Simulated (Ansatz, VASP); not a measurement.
NaF: VASP beside Ansatz

```
CELL_PARAMETERS angstrom
2.79349 0.00000 0.00000
0.00000 2.79349 0.00000
0.00000 0.00000 2.79349
ATOMIC_POSITIONS crystal
Na 0.00000 0.00000 0.00000
F 0.50000 0.50000 0.50000
```

Alike in both runs: task single point; functional r2SCAN0; k mesh 6 × 6 × 6; no spin polarisation.

|  | VASP | Ansatz |
| --- | --- | --- |
| version | VASP 6.6.1 | Ansatz 0.2.0 |
| potentials or method | VASP PAW PBE potentials, release 64 (Na_pv, F) | plane waves, PAW |
| plane-wave cutoff (eV) | 520 | 500 |
| occupations | gaussian, width 0.01 eV | fixed |
| valence electrons in the cell | 14 | 16 |

|  | VASP | Ansatz | Ansatz less VASP |
| --- | --- | --- | --- |
| gap on the k mesh at the Fermi level (eV) | 9.73 | 9.70 | -0.028 |
| pressure (GPa) | -1.7 | -1.3 | +0.39 |

VASP's potentials were made for PBE, not for r2SCAN0. VASP's potentials hold 14 valence electrons a cell and Ansatz's 16, so a difference there can come from the potentials and not from the codes. Ansatz's warnings: stress exchange threshold loose, stress scf threshold loose.
